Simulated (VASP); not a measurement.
A run of VASP 6.6.1:

Contents of INCAR:

```
  PREC = Accurate
  ENCUT = 520
  EDIFF = 1E-7
  ISMEAR = -1
  SIGMA = 0.08
  LREAL = False
  LASPH = True
  NELM = 80
  ALGO = Normal
  ISIF = 2
  LWAVE = False
  LCHARG = False
  GGA = PE
  NBANDS = 12
```

Contents of KPOINTS:

```
regular mesh
0
Gamma
  16 16 16
```

The input POSCAR:

```
Au
1.0
   -1.3768574453      1.3768574453      1.3768574453
    1.3768574453     -1.3768574453      1.3768574453
    1.3768574453      1.3768574453     -1.3768574453
Au
1
Direct
    0.0000000000      0.0000000000      0.0000000000
```

Potentials or basis: VASP PAW PBE potentials, release 64 (Au).

Launch:

```bash
$ cat potpaw_PBE.64/Au/POTCAR > POTCAR
$ mpirun -np 1 vasp_std > vasp.out
```

Hardware: 1 thread of Intel Xeon 8259CL, on a shared host.

Q: How long does it take, and how much memory?

A: It took 25 s on 1 thread of Intel Xeon 8259CL, on a shared host, peak memory 0.13 GiB. Counts: scf iterations 11, k points 145.
